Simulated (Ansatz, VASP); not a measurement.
**One calculation of Mo, two programs**

Contents of INCAR:

```
SYSTEM = Mo
  ALGO = Normal
  EDIFF = 1E-6
  ENCUT = 520
  GGA = PE
  ISIF = 2
  ISMEAR = 1
  LASPH = .TRUE.
  LCHARG = .FALSE.
  LREAL = .FALSE.
  LWAVE = .FALSE.
  NBANDS = 28
  NELM = 60
  PREC = Accurate
  SIGMA = 0.1
```

The input KPOINTS:

```
k-points
0
G
  16 16 1
  0 0 0
```

Contents of POSCAR:

```
Mo
1.0
    3.1600000000      0.0000000000      0.0000000000
    0.0000000000      3.1600000000      0.0000000000
    0.0000000000      0.0000000000     15.1600000000
Mo
3
Direct
    0.0000000000      0.0000000000      0.3957783641
    0.5000000000      0.5000000000      0.5000000000
    0.0000000000      0.0000000000      0.6042216359
```

Input for Ansatz:

```yaml
crystal:
  lattice:
    - [3.16, 0.0, 0.0]
    - [0.0, 3.16, 0.0]
    - [0.0, 0.0, 15.16]
  atoms:
    - { symbol: Mo, position: [0.0, 0.0, 0.3957783641] }
    - { symbol: Mo, position: [0.5, 0.5, 0.5] }
    - { symbol: Mo, position: [0.0, 0.0, 0.6042216359] }
scf:
  occupations: { method: methfessel_paxton, width: 0.1 }
output:
  forces: true
  stress: false
  eigenvalues: true
  write_density: true
  write_potential: true
  elf: true
  volumetric_format: npy
hamiltonian:
  xc: pbe
kpoints:
  mp_grid: { grid: [16, 16, 1] }
```

Alike in both runs: task single point; functional PBE; k mesh 16 × 16 × 1; occupations methfessel-paxton of order 1, width 0.1 eV; no spin polarisation.

```csv
,VASP,Ansatz
version,VASP 6.6.1,Ansatz 0.2.0
potentials or method,"VASP PAW PBE potentials, release 64 (Mo_sv)","scalar-relativistic, plane waves, PAW"
plane-wave cutoff (eV),520,420
valence electrons in the cell,42,42
```

```tsv
	VASP	Ansatz	Ansatz less VASP
gap on the k mesh at the Fermi level (eV)	none	none	-
rms of the force components (eV/Å)	0.636	0.648	+0.0116
```

Atom by atom the forces differ by 0.012 eV/Å (rms over components). A gap of «none» marks a metal or a gap that the smearing closes. Ansatz's warnings: xc potential rough in thin density.
